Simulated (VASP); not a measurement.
A run of VASP 6.6.1:

File INCAR:

```
PREC = Accurate
ENCUT = 600
EDIFF = 1E-6
ISMEAR = 0
SIGMA = 0.05
LREAL = False
LASPH = True
NELM = 60
ALGO = Normal
ISIF = 8
LWAVE = False
LCHARG = False
GGA = CA
IBRION = 2
NSW = 60
EDIFFG = -0.01
```

KPOINTS

```
Automatic mesh
0
Gamma
  8 8 5
```

Contents of POSCAR:

```
TaW
1.0
    1.6141300000     -2.3070300000      0.0000000000
    1.6141300000      2.3070300000      0.0000000000
    0.0000000000      0.0000000000      4.5214000000
Ta W
1 1
Direct
    0.0000000000      0.0000000000      0.0000000000
    0.5000000000      0.5000000000      0.5000000000
```

Potentials or basis: VASP PAW LDA potentials, release 64 (Ta_pv, W_sv).

Command:

```sh
$ cat potpaw_LDA.64/Ta_pv/POTCAR potpaw_LDA.64/W_sv/POTCAR > POTCAR
$ mpirun -np 1 vasp_std > vasp.out
```

Hardware: 1 thread of Intel(R) Xeon(R) Platinum 8488C (Sapphire Rapids), with other jobs on the host.

Task: Estimate the wall time of this run.

Result: Run time: 68 s on 1 thread of Intel(R) Xeon(R) Platinum 8488C (Sapphire Rapids), on a shared host, peak memory 0.18 GiB. Counts: scf iterations 50, k points 63, ion steps 7.
